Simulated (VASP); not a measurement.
# MoS2 (R-3m) in VASP: a series of runs

Runs on MoS2. Level: PBE. Tasks: single point, relaxation of cell and atoms.

Everything below comes from runs of VASP 6.6.1. Logs are shortened: lines on timing, memory, paths and dates and some standing lists are left out, and cuts for length are marked.

## (1) The cell of the first run

Symmetry: R-3m, No. 166, trigonal system. The conventional cell has a = 3.190 Å, b = 3.190 Å, c = 19.969 Å, α = 90.00°, β = 90.00°, γ = 120.00°. Within 3.2 Å of Mo (site symmetry -3m) lie 6 S at 2.43 Å and 6 Mo at 3.19 Å. Within 3.2 Å of S (site symmetry 3m) lie 3 Mo at 2.43 Å and 6 S at 3.19 Å.

## (2) Single point, PBE

Contents of INCAR:

```
SYSTEM = MoS2
  ALGO = Normal
  EDIFF = 1E-6
  ENCUT = 520
  GGA = PE
  ISIF = 2
  ISMEAR = 0
  LASPH = .True.
  LCHARG = .False.
  LREAL = .False.
  LWAVE = .False.
  NBANDS = 20
  NELM = 60
  PREC = Accurate
  SIGMA = 0.1
```

Contents of KPOINTS:

```
k-points
0
Gamma
  9 9 9
  0 0 0
```

Contents of POSCAR:

```
MoS2
1.0
    1.5951428497      0.9209561537      6.6563171188
   -1.5951428497      0.9209561537      6.6563171188
    0.0000000000     -1.8419123073      6.6563171188
Mo S
1 2
Direct
    0.0000000000      0.0000000000      0.0000000000
    0.7459686423      0.7459686423      0.7459686423
    0.2540313577      0.2540313577      0.2540313577
```

Potentials or basis: VASP PAW PBE potentials, release 64 (Mo_sv, S).

Command:

```sh
cat potpaw_PBE.64/Mo_sv/POTCAR potpaw_PBE.64/S/POTCAR > POTCAR
mpirun -np 1 vasp_std > vasp.out
```

OUTCAR:

```text
SYSTEM = MoS2
   EDIFF = 1E-6
   ENCUT = 520
   GGA = PE
   ISIF = 2
   ISMEAR = 0
   LASPH = .True.
   LREAL = .False.
   NELM = 60
   PREC = Accurate

 ion  position               nearest neighbor table
   1  0.000  0.000  0.000-   2 2.43   3 2.43   2 2.43   2 2.43   3 2.43   3 2.43
   2  0.746  0.746  0.746-   1 2.43   1 2.43   1 2.43
   3  0.254  0.254  0.254-   1 2.43   1 2.43   1 2.43

  LATTYP: Found a trigonal (rhomboedric) cell.
 ALAT       =     6.9064606373
 COS(alpha) =     0.8933113851

  Lattice vectors:

 A1 = (   1.5951428497,   0.9209561537,   6.6563171188)
 A2 = (  -1.5951428497,   0.9209561537,   6.6563171188)
 A3 = (   0.0000000000,  -1.8419123073,   6.6563171188)

Analysis of symmetry for initial positions (statically):
=====================================================================
 Subroutine PRICEL returns:
 Original cell was already a primitive cell.

 Routine SETGRP: Setting up the symmetry group for a
 trigonal (rhombohedral) supercell.

 Subroutine GETGRP returns: Found 12 space group operations
 (whereof 12 operations were pure point group operations)
 out of a pool of 12 trial point group operations.

The static configuration has the point symmetry D_3d.

Analysis of symmetry for dynamics (positions and initial velocities):
=====================================================================
 Subroutine PRICEL returns:
 Original cell was already a primitive cell.

 Routine SETGRP: Setting up the symmetry group for a
 trigonal (rhombohedral) supercell.

 Subroutine GETGRP returns: Found 12 space group operations
 (whereof 12 operations were pure point group operations)
 out of a pool of 12 trial point group operations.

The dynamic configuration has the point symmetry D_3d.

 Subroutine INISYM returns: Found 12 space group operations
 (whereof 12 operations are pure point group operations),
 and found     1 'primitive' translations

----------------------------------------------------------------------------------------

                                     Primitive cell

  volume of cell :      58.6710

  direct lattice vectors                    reciprocal lattice vectors
     1.595142850  0.920956154  6.656317119     0.313451551  0.180971337  0.050077742
    -1.595142850  0.920956154  6.656317119    -0.313451551  0.180971337  0.050077742
     0.000000000 -1.841912307  6.656317119     0.000000000 -0.361942674  0.050077742

  length of vectors
     6.906460637  6.906460637  6.906460637     0.365390585  0.365390585  0.365390585

  position of ions in fractional coordinates (direct lattice)
     0.000000000  0.000000000  0.000000000
     0.745968642  0.745968642  0.745968642
     0.254031358  0.254031358  0.254031358

  ion indices of the primitive-cell ions
   primitive index   ion index
                 1           1
                 2           2
                 3           3

----------------------------------------------------------------------------------------

 KPOINTS: k-points

Automatic generation of k-mesh.
 Grid dimensions read from file:
 generate k-points for:    9    9    9

 Generating k-lattice:

  Cartesian coordinates                     Fractional coordinates (reciprocal lattice)
     0.034827950  0.020107926  0.005564194     0.111111111  0.000000000  0.000000000
    -0.034827950  0.020107926  0.005564194     0.000000000  0.111111111  0.000000000
     0.000000000 -0.040215853  0.005564194     0.000000000  0.000000000  0.111111111

  Length of vectors
     0.040598954  0.040598954  0.040598954

  Shift w.r.t. Gamma in fractional coordinates (k-lattice)
     0.000000000  0.000000000  0.000000000

 Subroutine IBZKPT returns following result:
 ===========================================

 Found     85 irreducible k-points:

 Following reciprocal coordinates:
            Coordinates               Weight
  0.000000  0.000000  0.000000      1.000000
  0.111111  0.000000  0.000000      6.000000
  0.222222 -0.000000  0.000000      6.000000
  0.333333  0.000000  0.000000      6.000000
  0.444444 -0.000000  0.000000      6.000000
  0.111111  0.111111  0.000000      6.000000
[... 16 lines left out ...]
 -0.333333  0.333333  0.000000      6.000000
  0.444444  0.444444  0.000000      6.000000
 [... further k-points ...]
   k-points           NKPTS =     85   k-points in BZ     NKDIM =     85   number of bands    NBANDS=     20
   number of dos      NEDOS =    301   number of ions     NIONS =      3
   total plane-waves  NPLWV = 157464
   dimension x,y,z NGX =    54 NGY =   54 NGZ =   54
   dimension x,y,z NGXF=   108 NGYF=  108 NGZF=  108
   ions per type =               1   2
   NGX,Y,Z   is equivalent  to a cutoff of  13.00, 13.00, 13.00 a.u.
   NGXF,Y,Z  is equivalent  to a cutoff of  26.00, 26.00, 26.00 a.u.
 SYSTEM =  MoS2
   PREC   = accura    normal or accurate (medium, high low for compatibility)
   ISTART =      0    job   : 0-new  1-cont  2-samecut
   ICHARG =      2    charge: 1-file 2-atom 10-const
   ISPIN  =      1    spin polarized calculation?
   LNONCOLLINEAR =      F non collinear calculations
   LSORBIT =      F    spin-orbit coupling
   LASPH  =      T    aspherical Exc in radial PAW
   ENCUT  =  520.0 eV  38.22 Ry    6.18 a.u.  12.84 12.84 12.84*2*pi/ulx,y,z
   NELM   =     60;   NELMIN=  2; NELMDL= -5     # of ELM steps
   EDIFF  = 0.1E-05   stopping-criterion for ELM
   LREAL  =      F    real-space projection
   EDIFFG = 0.1E-04   stopping-criterion for IOM
   NSW    =      0    number of steps for IOM
   IBRION =     -1    ionic relax: 0-MD 1-quasi-New 2-CG
   NFREE  =      0    steps in history (QN), initial steepest desc. (CG)
   ISIF   =      2    stress and relaxation
   ISYM   =      2    0-nonsym 1-usesym 2-fastsym
   POTIM  = 0.5000    time-step for ionic-motion
   TEBEG  =    0.0;   TEEND  =   0.0 temperature during run
   PSTRESS=    0.0 pullay stress
   NELECT =      26.0000    total number of electrons
   NUPDOWN=      -1.0000    fix difference up-down
   EMIN   =  10.00;   EMAX   =-10.00  energy-range for DOS
   EFERMI =   0.00;   METHOD = LEGACY
   ISMEAR =     0;   SIGMA  =   0.10  broadening in eV -4-tet -1-fermi 0-gaus
   EFERMI_NEDOS =   21; number of points for ismear=-14 and -15
   IALGO  =     38    algorithm
   IMIX   =      4    mixing-type and parameters
     AMIX     =   0.40;   BMIX     =  1.00
     AMIX_MAG =   1.60;   BMIX_MAG =  1.00
  volume/ion in A,a.u.               =      19.56       131.98
  Fermi-wavevector in a.u.,A,eV,Ry     =   1.248125  2.358614 21.195367  1.557816
  Thomas-Fermi vector in A             =   2.382226
   LORBIT       =      0    0 simple, 1 ext, 2 COOP (PROOUT), +10 PAW based schemes
   GGA     = PE    functional components
   LHFCALC =     F    Hartree Fock is set to
   AEXX    =    0.0000 exact exchange contribution
   IVDW    =     0    specifies the selected vdW correction
   LEPSILON=     F    determine dielectric tensor
   LRPA    =     F    only Hartree local field effects (RPA)
 non-spin polarized calculation
 Gauss-broadening in eV      SIGMA  =   0.10
  energy-cutoff  :      520.00
  volume of cell :       58.67
 maximum number of plane-waves:      1596
 NGX is ok and might be reduce to    54
   NGX = 25   NGY = 25   NGZ = 25

 number of electron      25.9999999 magnetization

 Free energy of the ion-electron system (eV)
  ---------------------------------------------------
  ext. energy  EPLUGINS =         0.00000000
  ---------------------------------------------------
  free energy    TOTEN  =       -21.03052179 eV

  energy without entropy =      -21.02675125  energy(sigma->0) =      -21.02863652

 E-fermi :   6.4839     XC(G=0): -10.2280

 val. band max:        6.3967809879   @ k =  -0.3333   0.4444   0.2222
 cond. band min:       6.4988326834   @ k =  -0.3333   0.4444   0.2222
 fundamental gap:      0.1020516955
 Fermi energy:         6.4839231292

 k-point     1 :       0.0000    0.0000    0.0000
  band No.  band energies     occupation
      1     -55.2118      2.00000
      2     -29.2505      2.00000
      3     -29.1905      2.00000
      4     -29.1905      2.00000
      5      -8.2596      2.00000
      6      -6.9880      2.00000
[... 12 lines left out ...]
     19      12.8793      0.00000
     20      16.1623      0.00000

 k-point     2 :       0.1111    0.0000    0.0000
  band No.  band energies     occupation
      1     -55.2076      2.00000
      2     -29.2422      2.00000
      3     -29.2331      2.00000
      4     -29.2003      2.00000
      5      -8.0695      2.00000
      6      -6.9341      2.00000
[... 12 lines left out ...]
     19      13.7374      0.00000
     20      15.6495      0.00000

 k-point     3 :       0.2222   -0.0000    0.0000
  band No.  band energies     occupation
      1     -55.1969      2.00000
      2     -29.3400      2.00000
      3     -29.2250      2.00000
      4     -29.2209      2.00000
      5      -7.5544      2.00000
      6      -6.7807      2.00000
[... 12 lines left out ...]
     19      14.2387      0.00000
     20      15.1354      0.00000

 k-point     4 :       0.3333    0.0000    0.0000
  band No.  band energies     occupation
      1     -55.1847      2.00000
      2     -29.4593      2.00000
      3     -29.2529      2.00000
      4     -29.1967      2.00000
      5      -6.9593      2.00000
      6      -6.4837      2.00000
[... 12 lines left out ...]
     19      13.6333      0.00000
     20      14.9672      0.00000

 k-point     5 :       0.4444   -0.0000    0.0000
  band No.  band energies     occupation
      1     -55.1768      2.00000
      2     -29.5360      2.00000
      3     -29.2710      2.00000
      4     -29.1808      2.00000
      5      -6.7134      2.00000
      6      -6.0116      2.00000
[... 12 lines left out ...]
     19      13.4356      0.00000
     20      13.7271      0.00000
[... 353 lines left out ...]
      6      -6.2989      2.00000
[... 12 lines left out ...]
     19      13.1365      0.00000
     20      14.7892      0.00000

 k-point    22 :      -0.4444    0.3333    0.0000
  band No.  band energies     occupation
      1     -55.1733      2.00000
      2     -29.4916      2.00000
      3     -29.3595      2.00000
      4     -29.1740      2.00000
      5      -6.3571      2.00000
      6      -6.0914      2.00000
[... 12 lines left out ...]
     19      13.4498      0.00000
     20      14.9791      0.00000

 k-point    23 :      -0.3333    0.3333    0.0000
  band No.  band energies     occupation
      1     -55.1712      2.00000
      2     -29.4386      2.00000
      3     -29.4386      2.00000
      4     -29.1699      2.00000
      5      -6.1272      2.00000
      6      -6.1272      2.00000
[... 12 lines left out ...]
     19      14.6400      0.00000
     20      14.8574      0.00000

 k-point    24 :       0.4444    0.4444    0.0000
  band No.  band energies     occupation
      1     -55.1768      2.00000
      2     -29.5360      2.00000
      3     -29.2710      2.00000
      4     -29.1808      2.00000
      5      -6.6723      2.00000
      6      -6.0633      2.00000
[... 12 lines left out ...]
     19      12.3467      0.00000
     20      14.0410      0.00000

 [... further k-points ...]

------------------------ aborting loop because EDIFF is reached ----------------------------------------

  FORCE on cell =-STRESS in cart. coord.  units (eV):
  Direction    XX          YY          ZZ          XY          YZ          ZX
  --------------------------------------------------------------------------------------
  -------------------------------------------------------------------------------------
  Total        0.0269576      0.0269576      0.0434194      0.0000000      0.0000000      0.0000000
  in kB        0.7361520      0.7361520      1.1856893      0.0000000      0.0000000      0.0000000
  external PRESSURE =       0.8859978 kB  Pullay stress =       0.0000000 kB

 VOLUME and BASIS-vectors are now :
 -----------------------------------------------------------------------------
  energy-cutoff  :      520.00
  volume of cell :       58.67
      direct lattice vectors                 reciprocal lattice vectors
     1.595142850  0.920956154  6.656317119     0.313451551  0.180971337  0.050077742
    -1.595142850  0.920956154  6.656317119    -0.313451551  0.180971337  0.050077742
     0.000000000 -1.841912307  6.656317119     0.000000000 -0.361942674  0.050077742

 POSITION                                       TOTAL-FORCE (eV/Angst)
 -----------------------------------------------------------------------------------
      0.00000      0.00000      0.00000         0.000000      0.000000     -0.000000
      0.00000      0.00000     14.89621         0.000000      0.000000      0.004111
      0.00000      0.00000      5.07274         0.000000     -0.000000     -0.004111
 -----------------------------------------------------------------------------------
    total drift:                                0.000000      0.000000      0.000000

  FREE ENERGIE OF THE ION-ELECTRON SYSTEM (eV)
  ---------------------------------------------------
  free  energy   TOTEN  =       -21.0305217934 eV

  energy  without entropy=      -21.0267512522  energy(sigma->0) =      -21.02863652
```

It took 8.6 min on 1 thread of Intel Xeon 6975P-C (Granite Rapids), shared host; peak memory 0.42 GiB.

What came out:

```yaml
Free_energy: -21.0305 eV
Pressure: 0.1 GPa
Largest_force: 0.004 eV/Å
Band_gap_on_the_k_mesh: zero (bands 13 and 14 overlap by 0.66 eV)
```

Forces in eV/Å, atoms in the order of the input:
```
Mo   0.000  0.000  0.000
S    0.000  0.000  0.004
S    0.000  0.000 -0.004
```

(Continued in part 2 of 2.)

The gap in the log of VASP goes by the Fermi energy; the results here count the filled bands.